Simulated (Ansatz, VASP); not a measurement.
# MoS2: VASP beside Ansatz

```
Mo S
1.0
     3.20475    0.00000    0.00000
    -1.60238    2.77540    0.00000
     0.00000    0.00000   12.37372
Mo S
2 4
Direct
  0.33333 0.66667 0.25000
  0.66667 0.33333 0.75000
  0.66667 0.33333 0.37491
  0.66667 0.33333 0.12509
  0.33333 0.66667 0.87491
  0.33333 0.66667 0.62509
```

Change from the starting cell: epitaxial_xy strain +1.0%.

Alike in both runs: task single point; functional r2SCAN; k mesh 12 × 12 × 2; no spin polarisation.

|  | VASP | Ansatz |
| --- | --- | --- |
| version | VASP 6.6.1 | Ansatz 0.2.0 |
| potentials or method | VASP PAW PBE potentials, release 64 (Mo_sv, S) | plane waves, PAW |
| plane-wave cutoff (eV) | 520 | 500 |
| occupations | gaussian, width 0.01 eV | fixed |
| valence electrons in the cell | 52 | 52 |

```csv
,VASP,Ansatz,Ansatz less VASP
gap on the k mesh at the Fermi level (eV),0.88,0.86,-0.019
pressure (GPa),-0.7,-0.7,-0.04
"traceless stress, the component that is largest in VASP (GPa)",1.73,1.79,+0.056
rms of the force components (eV/Å),0.024,0.026,+0.0015
```

VASP's potentials were made for PBE, not for r2SCAN. Atom by atom the forces differ by 0.002 eV/Å (rms over components).
